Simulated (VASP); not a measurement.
**Be: single point with PBE**

The system is Be.

```
Be
1.0
     3.73533    0.00000    0.00000
    -1.86766    3.23489    0.00000
     0.00000    0.00000    2.28992
Be
3
Direct
  0.00000 0.00000 0.00000
  0.33333 0.66667 0.50000
  0.66667 0.33333 0.50000
```

```
Program             : VASP 6.6.1
Task                : single point
Functional          : PBE
Potentials or basis : VASP PAW PBE potentials, release 64 (Be)
Cutoff              : 600 eV
k mesh              : 6 × 6 × 8
Occupations         : gaussian, width 0.1 eV
Spin                : no spin polarisation
```

* Pressure: -12.3 GPa
* Band gap on the k mesh: zero (band 3 reaches 9.79 eV, above the bottom of band 4 at 5.53 eV)

Stress tensor (GPa, compression positive):
```
-14.07   0.00   0.00
  0.00 -14.07   0.00
  0.00   0.00  -8.80
```

Levels at points of the mesh, in eV from the Fermi level:
| k point | band 1 | band 2 | band 3 | band 4 | band 5 | band 6 | band 7 | band 8 |
| --- | --- | --- | --- | --- | --- | --- | --- | --- |
| (0.00, 0.00, 0.00) | -10.82 | -0.80 | -0.80 | -0.60 | -0.60 | 4.74 | 4.89 | 9.89 |
| (0.50, 0.00, 0.00) | -8.11 | -8.05 | -4.16 | 0.44 | 9.05 | 9.49 | 10.23 | 10.56 |
| (0.00, 0.00, 0.50) | -5.64 | -5.03 | 3.66 | 3.66 | 4.15 | 5.66 | 5.66 | 6.79 |
| (0.50, 0.00, 0.50) | -3.77 | -3.63 | -1.41 | -0.52 | 1.53 | 3.81 | 5.13 | 5.91 |

Wall time 3.9 s on 1 thread of Intel(R) Xeon(R) 6975P-C (Granite Rapids) (shared host), peak memory 0.13 GiB.
